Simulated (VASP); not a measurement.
# La (Im-3m) in VASP: a series of runs, part 2 of 2

VASP 6.6.1. The steps go on from the part before.

**4. Relaxation of cell and atoms, LDA, target pressure 45 GPa, at which the enthalpy is minimised**

INCAR

```
SYSTEM = La
PREC     = Accurate       ! precision mode
ENCUT    = 600            ! plane-wave cutoff, eV
EDIFF    = 1E-7           ! SCF threshold, eV
ISMEAR   = 1              ! smearing method
SIGMA    = 0.05           ! smearing width, eV
LREAL    = .False.        ! projectors in reciprocal space
LASPH    = .True.         ! aspherical terms in the spheres
NELM     = 80             ! most SCF steps
ALGO     = Normal         ! electronic algorithm
ISIF     = 3              ! what is computed and relaxed
LWAVE    = .False.        ! write WAVECAR
LCHARG   = .False.        ! write CHGCAR
IBRION   = 2              ! ionic algorithm
NSW      = 80             ! ionic steps
EDIFFG   = -0.01          ! ionic threshold
PSTRESS  = 450.0
```

KPOINTS

```
regular mesh
0
Gamma
  8 8 8
  0 0 0
```

POSCAR

```
La
1.0
    2.1050000000      2.1050000000      2.1050000000
   -2.1050000000      2.1050000000      2.1050000000
   -2.1050000000     -2.1050000000      2.1050000000
La
1
Direct
    0.0000000000      0.0000000000      0.0000000000
```

Potentials or basis: VASP PAW LDA potentials, release 64 (La).

On the command line:

```sh
> cat potpaw_LDA.64/La/POTCAR > POTCAR
> mpirun -np 1 vasp_std > vasp.out
```

OUTCAR:

```text
SYSTEM = La
   PREC = Accurate
   ENCUT = 600
   EDIFF = 1E-7
   ISMEAR = 1
   LREAL = .False.
   LASPH = .True.
   NELM = 80
   ISIF = 3
   IBRION = 2
   NSW = 80
   EDIFFG = -0.01
   PSTRESS = 450.0

 ion  position               nearest neighbor table
   1  0.000  0.000  0.000-

  LATTYP: Found a body centered cubic cell.
 ALAT       =     4.2100000000

  Lattice vectors:

 A1 = (   2.1050000000,  -2.1050000000,  -2.1050000000)
 A2 = (   2.1050000000,   2.1050000000,   2.1050000000)
 A3 = (  -2.1050000000,  -2.1050000000,   2.1050000000)

Analysis of symmetry for initial positions (statically):
=====================================================================
 Subroutine PRICEL returns:
 Original cell was already a primitive cell.

 Routine SETGRP: Setting up the symmetry group for a
 body centered cubic supercell.

 Subroutine GETGRP returns: Found 48 space group operations
 (whereof 48 operations were pure point group operations)
 out of a pool of 48 trial point group operations.

The static configuration has the point symmetry O_h .

Analysis of symmetry for dynamics (positions and initial velocities):
=====================================================================
 Subroutine PRICEL returns:
 Original cell was already a primitive cell.

 Routine SETGRP: Setting up the symmetry group for a
 body centered cubic supercell.

 Subroutine GETGRP returns: Found 48 space group operations
[... 141 lines left out ...]
--------------------------------------- Ionic step        1  -------------------------------------------

 number of electron      10.9999999 magnetization

 Free energy of the ion-electron system (eV)
  ---------------------------------------------------
  ext. energy  EPLUGINS =         0.00000000
  ---------------------------------------------------
  free energy    TOTEN  =        -5.39562431 eV

  energy without entropy =       -5.39468874  energy(sigma->0) =       -5.39531246

 E-fermi :   7.5821     XC(G=0):  -9.7463

 val. band max:        7.5735793028   @ k =   0.5000   0.2500   0.0000
 cond. band min:       7.5934771132   @ k =   0.5000   0.2500   0.1250
 fundamental gap:      0.0198978103
 Fermi energy:         7.5821024670
[... 978 lines left out ...]
 k-point    24 :       0.5000    0.2500    0.2500
  band No.  band energies     occupation
      1     -23.0869      2.00000
      2      -7.9245      2.00000
      3      -7.2144      2.00000
      4      -6.9398      2.00000
      5       7.7005      2.00000
      6       8.6383      2.00000
      7      10.2049      0.00000
      8      10.2086      0.00000
      9      11.1688      0.00000

 [... further k-points ...]

[... ionic steps 4 to 7 ...]

--------------------------------------- Ionic step        8  -------------------------------------------

 number of electron      11.0000000 magnetization

------------------------ aborting loop because EDIFF is reached ----------------------------------------
[... 69 lines left out ...]
--------------------------------------- Ionic step       10  -------------------------------------------

 number of electron      11.0000000 magnetization

 Free energy of the ion-electron system (eV)
  ---------------------------------------------------
  ext. energy  EPLUGINS =         0.00000000
  ---------------------------------------------------
  free energy    TOTEN  =        -4.23038565 eV

  energy without entropy =       -4.22986799  energy(sigma->0) =       -4.23021310

 E-fermi :  16.1851     XC(G=0): -12.8258

 val. band max:       16.1728948848   @ k =   0.2500   0.1250   0.0000
 cond. band min:      16.2601326658   @ k =   0.1250   0.5000   0.1250
 fundamental gap:      0.0872377810
 Fermi energy:        16.1851231374
[... 320 lines left out ...]
  energy  without entropy=       -4.2298679906  energy(sigma->0) =       -4.23021310

  enthalpy is  TOTEN    =         1.0906207816 eV   P V=        5.3210064289

 reached required accuracy - stopping structural energy minimisation
```

Run time: 62 s. Hardware: 1 thread of Intel Xeon 6975P-C (Granite Rapids), shared host; peak memory 0.31 GiB.

What came out:

| Property | Result |
| --- | --- |
| Free energy | -4.2304 eV |
| Relaxed volume | 18.94 Å³/atom |
| Relaxed cell | a = 2.909 Å, b = 2.909 Å, c = 2.909 Å, α = 70.53°, β = 109.47°, γ = 70.53° |
| Space group after relaxing (to 0.05 Å) | Im-3m (No. 229) |
| Energy change on relaxing (the enthalpy is what falls) | +1165.2 meV/atom |
| Ionic steps | 10 |
| Pressure after relaxing | 45.1 GPa |

The path:
| step | energy change (eV) | largest force (eV/Å) | pressure (GPa) | volume (Å³) |
| --- | --- | --- | --- | --- |
| 1 | 0.0000 | 0.0000 | -3.41 | 37.31 |
| 2 | 122.2846 | 0.0000 | 10392.69 | 3.54 |
| 3 | -0.0422 | 0.0000 | -1.31 | 34.52 |
| 4 | -0.0453 | 0.0000 | 0.99 | 32.27 |
| 5 | 1.4078 | 0.0000 | 54.80 | 18.16 |
| 6 | 1.0247 | 0.0000 | 39.97 | 19.48 |
| 7 | 1.1486 | 0.0000 | 44.35 | 19.00 |
| 8 | 1.2307 | 0.0000 | 47.61 | 18.72 |
| 9 | 1.0314 | 0.0000 | 40.20 | 19.45 |
| 10 | 1.1652 | 0.0000 | 45.08 | 18.94 |

Final structure:
```
CELL_PARAMETERS angstrom
1.67936 1.67936 1.67936
-1.67936 1.67936 1.67936
-1.67936 -1.67936 1.67936
ATOMIC_POSITIONS crystal
La 0.00000 0.00000 0.00000
```

Caveat: the cell is relaxed towards a set pressure, so the enthalpy falls and the energy may rise; the volume moved by over 15 % at a fixed basis, so the end points are rough; spin-orbit coupling is left out, which moves the levels of the heavy elements.

**5. The runs side by side**

| cell | gap on the mesh (eV) | pressure (GPa) |
| --- | --- | --- |
| relaxed to 15 GPa | none | 15.0 |
| relaxed to 30 GPa | none | 29.9 |
| relaxed to 45 GPa | none | 45.1 |

Alike in all rows: task relaxation of cell and atoms; level LDA; potentials or basis VASP PAW LDA potentials, release 64 (La); no spin polarisation; k mesh 8 × 8 × 8; cutoff (eV) 600; smearing methfessel-paxton 0.05 eV.

Caveats: the cell is relaxed towards a set pressure, so the enthalpy falls and the energy may rise; the volume moved by over 15 % at a fixed basis, so the end points are rough; spin-orbit coupling is left out, which moves the levels of the heavy elements.

Total energies depend on the potentials used, so only differences within one code and one set of settings carry meaning.
